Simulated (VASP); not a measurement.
# SrO (P-3m1) in VASP: single point with PBE

Aim: the single point of SrO with PBE.

Everything below comes from runs of VASP 6.6.1. Logs are shortened: lines on timing, memory, paths and dates and some standing lists are left out, and cuts for length are marked.

## Step 1: The cell of the first run

It takes space group P-3m1 (No. 164, trigonal). The conventional cell has a = 3.430 Å, b = 3.430 Å, c = 6.095 Å, α = 90.00°, β = 90.00°, γ = 120.00°. Sr (site symmetry 3m) has 6 O at 2.45 to 2.55 Å within 3.2 Å. O (site symmetry -3m) has 6 Sr at 2.55 Å and 2 O at 3.05 Å within 3.4 Å. O (site symmetry -3m) has 6 Sr at 2.45 Å and 2 O at 3.05 Å within 3.2 Å.

## Step 2: Single point, PBE (strained and its atoms moved)

INCAR reads:

```
PREC = Accurate
ENCUT = 520
EDIFF = 1E-6
ISMEAR = 0
SIGMA = 0.02
LREAL = False
LASPH = True
NELM = 60
ALGO = Normal
ISIF = 2
LWAVE = False
LCHARG = True
GGA = PE
LELF = True
LVHAR = True
NBANDS = 24
```

KPOINTS reads:

```
regular mesh
0
Gamma
  9 9 6
```

POSCAR reads:

```
SrO
1.0
    3.4298823948      0.0000000000      0.0000000000
   -1.7149411974      2.9703652859      0.0000000000
    0.0000000000      0.0000000000      6.0946365725
Sr O
2 2
Direct
    0.3333333300      0.6666666700      0.2636478470
    0.6666666700      0.3333333300      0.7363521530
    0.0000000000      0.0000000000      0.0000000000
    0.0000000000      0.0000000000      0.5000000000
```

Potentials or basis: VASP PAW PBE potentials, release 64 (Sr_sv, O).

Run with:

```console
cat potpaw_PBE.64/Sr_sv/POTCAR potpaw_PBE.64/O/POTCAR > POTCAR
mpirun -np 1 vasp_std > vasp.out
```

OUTCAR:

```text
PREC = Accurate
   ENCUT = 520
   EDIFF = 1E-6
   ISMEAR = 0
   LREAL = False
   LASPH = True
   NELM = 60
   ISIF = 2
   GGA = PE

 ion  position               nearest neighbor table
   1  0.333  0.667  0.264-   4 2.45   4 2.45   4 2.45   3 2.55   3 2.55   3 2.55   2 3.50   2 3.50
                             2 3.50   2 3.77   2 3.77   2 3.77   2 4.90   2 4.90   2 4.90   2 5.10
   2  0.667  0.333  0.736-   4 2.45   4 2.45   4 2.45   3 2.55   3 2.55   3 2.55   1 3.50   1 3.50
                             1 3.50   1 3.77   1 3.77   1 3.77   1 4.90   1 4.90   1 4.90   1 5.10
   3  0.000  0.000  0.000-   1 2.55   2 2.55   2 2.55   1 2.55   2 2.55   1 2.55
   4  0.000  0.000  0.500-   1 2.45   2 2.45   2 2.45   1 2.45   2 2.45   1 2.45

  LATTYP: Found a hexagonal cell.
 ALAT       =     3.4298823948
 C/A-ratio  =     1.7769229003

  Lattice vectors:

 A1 = (   3.4298823948,   0.0000000000,   0.0000000000)
 A2 = (  -1.7149411974,   2.9703652859,   0.0000000000)
 A3 = (   0.0000000000,   0.0000000000,   6.0946365725)

Analysis of symmetry for initial positions (statically):
=====================================================================
 Subroutine PRICEL returns:
 Original cell was already a primitive cell.

 Routine SETGRP: Setting up the symmetry group for a
 hexagonal supercell.

 Subroutine GETGRP returns: Found 12 space group operations
 (whereof 12 operations were pure point group operations)
 out of a pool of 24 trial point group operations.

The static configuration has the point symmetry D_3d.

Analysis of symmetry for dynamics (positions and initial velocities):
=====================================================================
 Subroutine PRICEL returns:
 Original cell was already a primitive cell.

 Routine SETGRP: Setting up the symmetry group for a
 hexagonal supercell.

 Subroutine GETGRP returns: Found 12 space group operations
 (whereof 12 operations were pure point group operations)
 out of a pool of 24 trial point group operations.

The dynamic configuration has the point symmetry D_3d.

 Subroutine INISYM returns: Found 12 space group operations
 (whereof 12 operations are pure point group operations),
 and found     1 'primitive' translations

----------------------------------------------------------------------------------------

                                     Primitive cell

  volume of cell :      62.0922

  direct lattice vectors                    reciprocal lattice vectors
     3.429882395  0.000000000  0.000000000     0.291555186  0.168329465  0.000000000
    -1.714941197  2.970365286  0.000000000     0.000000000  0.336658930  0.000000000
     0.000000000  0.000000000  6.094636572     0.000000000  0.000000000  0.164078692

  length of vectors
     3.429882395  3.429882395  6.094636572     0.336658930  0.336658930  0.164078692

  position of ions in fractional coordinates (direct lattice)
     0.333333330  0.666666670  0.263647847
     0.666666670  0.333333330  0.736352153
     0.000000000  0.000000000  0.000000000
     0.000000000  0.000000000  0.500000000

  ion indices of the primitive-cell ions
   primitive index   ion index
                 1           1
                 2           2
                 3           3
                 4           4

----------------------------------------------------------------------------------------

 KPOINTS: regular mesh

Automatic generation of k-mesh.
 Grid dimensions read from file:
 generate k-points for:    9    9    6

 Generating k-lattice:

  Cartesian coordinates                     Fractional coordinates (reciprocal lattice)
     0.032395021  0.018703274  0.000000000     0.111111111  0.000000000  0.000000000
     0.000000000  0.037406548  0.000000000     0.000000000  0.111111111  0.000000000
     0.000000000  0.000000000  0.027346449     0.000000000  0.000000000  0.166666667

  Length of vectors
     0.037406548  0.037406548  0.027346449

  Shift w.r.t. Gamma in fractional coordinates (k-lattice)
     0.000000000  0.000000000  0.000000000

 Subroutine IBZKPT returns following result:
 ===========================================

 Found     62 irreducible k-points:

 Following reciprocal coordinates:
            Coordinates               Weight
  0.000000  0.000000  0.000000      1.000000
  0.111111 -0.000000  0.000000      6.000000
  0.222222 -0.000000  0.000000      6.000000
  0.333333  0.000000  0.000000      6.000000
  0.444444 -0.000000  0.000000      6.000000
  0.111111  0.111111  0.000000      6.000000
[... 16 lines left out ...]
  0.222222  0.111111  0.166667     12.000000
 -0.111111  0.333333  0.166667     12.000000
 [... further k-points ...]
   k-points           NKPTS =     62   k-points in BZ     NKDIM =     62   number of bands    NBANDS=     24
   number of dos      NEDOS =    301   number of ions     NIONS =      4
   total plane-waves  NPLWV =  37632
   dimension x,y,z NGX =    28 NGY =   28 NGZ =   48
   dimension x,y,z NGXF=    56 NGYF=   56 NGZF=   96
   ions per type =               2   2
   NGX,Y,Z   is equivalent  to a cutoff of  13.57, 13.57, 13.09 a.u.
   NGXF,Y,Z  is equivalent  to a cutoff of  27.14, 27.14, 26.19 a.u.
 SYSTEM =  unknown system
   PREC   = accura    normal or accurate (medium, high low for compatibility)
   ISTART =      0    job   : 0-new  1-cont  2-samecut
   ICHARG =      2    charge: 1-file 2-atom 10-const
   ISPIN  =      1    spin polarized calculation?
   LNONCOLLINEAR =      F non collinear calculations
   LSORBIT =      F    spin-orbit coupling
   LASPH  =      T    aspherical Exc in radial PAW
   ENCUT  =  520.0 eV  38.22 Ry    6.18 a.u.   6.38  6.38 11.33*2*pi/ulx,y,z
   NELM   =     60;   NELMIN=  2; NELMDL= -5     # of ELM steps
   EDIFF  = 0.1E-05   stopping-criterion for ELM
   LREAL  =      F    real-space projection
   EDIFFG = 0.1E-04   stopping-criterion for IOM
   NSW    =      0    number of steps for IOM
   IBRION =     -1    ionic relax: 0-MD 1-quasi-New 2-CG
   NFREE  =      0    steps in history (QN), initial steepest desc. (CG)
   ISIF   =      2    stress and relaxation
   ISYM   =      2    0-nonsym 1-usesym 2-fastsym
   POTIM  = 0.5000    time-step for ionic-motion
   TEBEG  =    0.0;   TEEND  =   0.0 temperature during run
   PSTRESS=    0.0 pullay stress
   NELECT =      32.0000    total number of electrons
   NUPDOWN=      -1.0000    fix difference up-down
   EMIN   =  10.00;   EMAX   =-10.00  energy-range for DOS
   EFERMI =   0.00;   METHOD = LEGACY
   ISMEAR =     0;   SIGMA  =   0.02  broadening in eV -4-tet -1-fermi 0-gaus
   EFERMI_NEDOS =   21; number of points for ismear=-14 and -15
   IALGO  =     38    algorithm
   IMIX   =      4    mixing-type and parameters
     AMIX     =   0.40;   BMIX     =  1.00
     AMIX_MAG =   1.60;   BMIX_MAG =  1.00
  volume/ion in A,a.u.               =      15.52       104.75
  Fermi-wavevector in a.u.,A,eV,Ry     =   1.312540  2.480341 23.439587  1.722761
  Thomas-Fermi vector in A             =   2.442925
   LORBIT       =      0    0 simple, 1 ext, 2 COOP (PROOUT), +10 PAW based schemes
   GGA     = PE    functional components
   LHFCALC =     F    Hartree Fock is set to
   AEXX    =    0.0000 exact exchange contribution
   IVDW    =     0    specifies the selected vdW correction
   LEPSILON=     F    determine dielectric tensor
   LRPA    =     F    only Hartree local field effects (RPA)
 non-spin polarized calculation
 Gauss-broadening in eV      SIGMA  =   0.02
  energy-cutoff  :      520.00
  volume of cell :       62.09
 maximum number of plane-waves:      1692
 NGX is ok and might be reduce to    28
   NGX = 13   NGY = 13   NGZ = 23

 number of electron      31.9999997 magnetization

 Free energy of the ion-electron system (eV)
  ---------------------------------------------------
  ext. energy  EPLUGINS =         0.00000000
  ---------------------------------------------------
  free energy    TOTEN  =       -23.33985292 eV

  energy without entropy =      -23.33985292  energy(sigma->0) =      -23.33985292

 E-fermi :   2.8648     XC(G=0): -10.4595

 val. band max:        2.6979345754   @ k =   0.0000   0.0000   0.0000
 cond. band min:       5.7553381598   @ k =   0.4444  -0.0000   0.0000
 fundamental gap:      3.0574035844
 Fermi energy:         2.8648130129

 k-point     1 :       0.0000    0.0000    0.0000
  band No.  band energies     occupation
      1     -30.1087      2.00000
      2     -29.9387      2.00000
      3     -14.9019      2.00000
      4     -12.9225      2.00000
      5     -11.6418      2.00000
      6     -11.6418      2.00000
[... 16 lines left out ...]
     23      10.4537      0.00000
     24      11.3506      0.00000

 k-point     2 :       0.1111   -0.0000    0.0000
  band No.  band energies     occupation
      1     -30.0839      2.00000
      2     -29.9237      2.00000
      3     -14.8167      2.00000
      4     -13.1954      2.00000
      5     -11.8080      2.00000
      6     -11.7061      2.00000
[... 16 lines left out ...]
     23      10.6780      0.00000
     24      11.0499      0.00000

 k-point     3 :       0.2222   -0.0000    0.0000
  band No.  band energies     occupation
      1     -30.0194      2.00000
      2     -29.8865      2.00000
      3     -14.6324      2.00000
      4     -13.6167      2.00000
      5     -12.1778      2.00000
      6     -11.8347      2.00000
[... 16 lines left out ...]
     23      11.0920      0.00000
     24      11.2716      0.00000
[... 514 lines left out ...]
 k-point    23 :       0.2222    0.1111    0.1667
  band No.  band energies     occupation
      1     -29.9618      2.00000
      2     -29.8652      2.00000
      3     -14.6047      2.00000
      4     -13.6445      2.00000
      5     -12.4148      2.00000
      6     -11.9452      2.00000
[... 16 lines left out ...]
     23      11.6110      0.00000
     24      11.9273      0.00000

 k-point    24 :      -0.1111    0.3333    0.1667
  band No.  band energies     occupation
      1     -29.9619      2.00000
      2     -29.8652      2.00000
      3     -14.5888      2.00000
      4     -13.6991      2.00000
      5     -12.3490      2.00000
      6     -11.9449      2.00000
[... 16 lines left out ...]
     23      11.7911      0.00000
     24      12.0867      0.00000

 [... further k-points ...]

------------------------ aborting loop because EDIFF is reached ----------------------------------------

  FORCE on cell =-STRESS in cart. coord.  units (eV):
  Direction    XX          YY          ZZ          XY          YZ          ZX
  --------------------------------------------------------------------------------------
  -------------------------------------------------------------------------------------
  Total        5.1033624      5.1033624      4.1079941      0.0000000      0.0000000      0.0000000
  in kB      131.6831147    131.6831147    105.9994197      0.0000000      0.0000000      0.0000000
  external PRESSURE =     123.1218830 kB  Pullay stress =       0.0000000 kB

 VOLUME and BASIS-vectors are now :
 -----------------------------------------------------------------------------
  energy-cutoff  :      520.00
  volume of cell :       62.09
      direct lattice vectors                 reciprocal lattice vectors
     3.429882395  0.000000000  0.000000000     0.291555186  0.168329465  0.000000000
    -1.714941197  2.970365286  0.000000000     0.000000000  0.336658930  0.000000000
     0.000000000  0.000000000  6.094636572     0.000000000  0.000000000  0.164078692

 POSITION                                       TOTAL-FORCE (eV/Angst)
 -----------------------------------------------------------------------------------
     -0.00000      1.98024      1.60684        -0.000000      0.000000     -1.798979
      1.71494      0.99012      4.48780         0.000000      0.000000      1.798979
      0.00000      0.00000      0.00000         0.000000      0.000000      0.000000
      0.00000      0.00000      3.04732         0.000000      0.000000      0.000000
 -----------------------------------------------------------------------------------
    total drift:                                0.000000      0.000000      0.000000

  FREE ENERGIE OF THE ION-ELECTRON SYSTEM (eV)
  ---------------------------------------------------
  free  energy   TOTEN  =       -23.3398529152 eV

  energy  without entropy=      -23.3398529152  energy(sigma->0) =      -23.33985292
```

Wall time 47 s (1 thread of AMD EPYC 9R45 (Zen 5), shared host); peak memory 0.2 GiB.

What came out:

```yaml
Free_energy: -23.3399 eV
Pressure: 12.3 GPa
Largest_force: 1.799 eV/Å
Band_gap_on_the_k_mesh: 3.06 eV, indirect (least direct gap 3.30 eV)
```

Forces on the atoms (eV/Å):
```
Sr   0.000  0.000 -1.799
Sr   0.000  0.000  1.799
O    0.000  0.000  0.000
O    0.000  0.000  0.000
```

Caveat: the cell differs from its parent crystal (strained and its atoms moved); forces of over 1 eV/Å act on the atoms, so gaps and moduli don't describe the material at rest. A k mesh can miss the band edges.
